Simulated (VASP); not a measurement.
Wanted: the native input for a VASP 6.6.1 run.

| Item | Value |
| --- | --- |
| Task | single point |
| Functional | LDA |
| Potentials or basis | VASP PAW LDA potentials, release 64 (C_h) |
| Cutoff | 910 eV |
| k mesh | 12 × 12 × 12 |
| Occupations | gaussian, width 0.02 eV |
| Spin | no spin polarisation |
| Dipole correction | no |
| Second run | hard_potentials |
| Further INCAR settings | ALGO = Normal; EDIFF = 1e-06; NBANDS = 11 |

The structure of C lies in POSCAR:

```
C
1.0
    0.0000000000      1.7658688059      1.7658688059
    1.7658688059      0.0000000000      1.7658688059
    1.7658688059      1.7658688059      0.0000000000
C
2
Direct
    0.0000000000      0.0000000000      0.0000000000
    0.2500000000      0.2500000000      0.2500000000
```

The input as run:

INCAR

```
SYSTEM = C
PREC = Accurate ; ENCUT = 910
EDIFF = 1E-6 ; ISMEAR = 0
SIGMA = 0.02 ; LREAL = .FALSE.
LASPH = .TRUE. ; NELM = 120
ALGO = Normal ; ISIF = 2
LWAVE = .FALSE. ; LCHARG = .FALSE.
GGA = CA ; NBANDS = 11
GGA_COMPAT = .FALSE.
```

KPOINTS

```
regular mesh
0
G
  12 12 12
  0 0 0
```

Potentials or basis: VASP PAW LDA potentials, release 64 (C_h).

The run is started by

```console
$ cat potpaw_LDA.64/C_h/POTCAR > POTCAR
$ mpirun -np 1 vasp_std > vasp.out
```

Results of the run:

```yaml
Pressure: 0.7 GPa
Band_gap_on_the_k_mesh: 4.20 eV, indirect (least direct gap 5.63 eV)
```

Caveat: the cutoff is under 1.25 times the usual one of these potentials, so pressure, stress and relaxed cells hold a basis-set (Pulay) error.

It used 14 s of CPU time on 1 thread of AMD EPYC 7R13 Processor (Zen 3) (shared host).
